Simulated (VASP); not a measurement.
A run of VASP 6.6.1 is set up as follows.

Contents of INCAR:

```
SYSTEM = SiSeF2
PREC     = Accurate       ! precision mode
ENCUT    = 520            ! plane-wave cutoff, eV
EDIFF    = 1E-7           ! SCF threshold, eV
ISMEAR   = 0              ! smearing method
SIGMA    = 0.1            ! smearing width, eV
LREAL    = .FALSE.        ! projectors in reciprocal space
LASPH    = .TRUE.         ! aspherical terms in the spheres
NELM     = 80             ! most SCF steps
ALGO     = Normal         ! electronic algorithm
ISIF     = 2              ! what is computed and relaxed
LWAVE    = .FALSE.        ! write WAVECAR
LCHARG   = .TRUE.         ! write CHGCAR
GGA      = PE             ! functional
LELF     = .TRUE.         ! ELF
LVHAR    = .TRUE.       
NBANDS   = 20             ! bands
```

File KPOINTS:

```
Automatic mesh
0
G
  4 4 4
  0 0 0
```

Contents of POSCAR:

```
SiSeF2
1.0
    2.9085937100     -3.1578874400      0.0000000000
    2.9085937100      3.1578874400      0.0000000000
    0.0000000000      0.0000000000      4.1065091200
Si Se F
1 1 2
Direct
    0.0000000000      0.0000000000      0.0000000000
    0.5000000000      0.5000000000      0.5000000000
    0.8461162200      0.1538837800      0.5000000000
    0.1538837800      0.8461162200      0.5000000000
```

Potentials or basis: VASP PAW PBE potentials, release 64 (Si, Se, F).

Run with:

```sh
$ cat potpaw_PBE.64/Si/POTCAR potpaw_PBE.64/Se/POTCAR potpaw_PBE.64/F/POTCAR > POTCAR
$ mpirun -np 1 vasp_std > vasp.out
```

Q: Predict the band gap on the k mesh.

A: Zero (bands 12 and 13 overlap by 0.25 eV).

Q: Estimate the pressure.

A: -0.7 GPa.

Forces on the atoms (eV/Å):
```
Si   0.000  0.000  0.000
Se   0.000  0.000  0.000
F    0.000  3.716  0.000
F    0.000 -3.716  0.000
```

Caveat: the k points lie up to 0.38 Å⁻¹ apart; semilocal functionals underestimate gaps, and a narrow one can read as zero; forces of over 1 eV/Å act on the atoms, so gaps and moduli don't describe the material at rest.
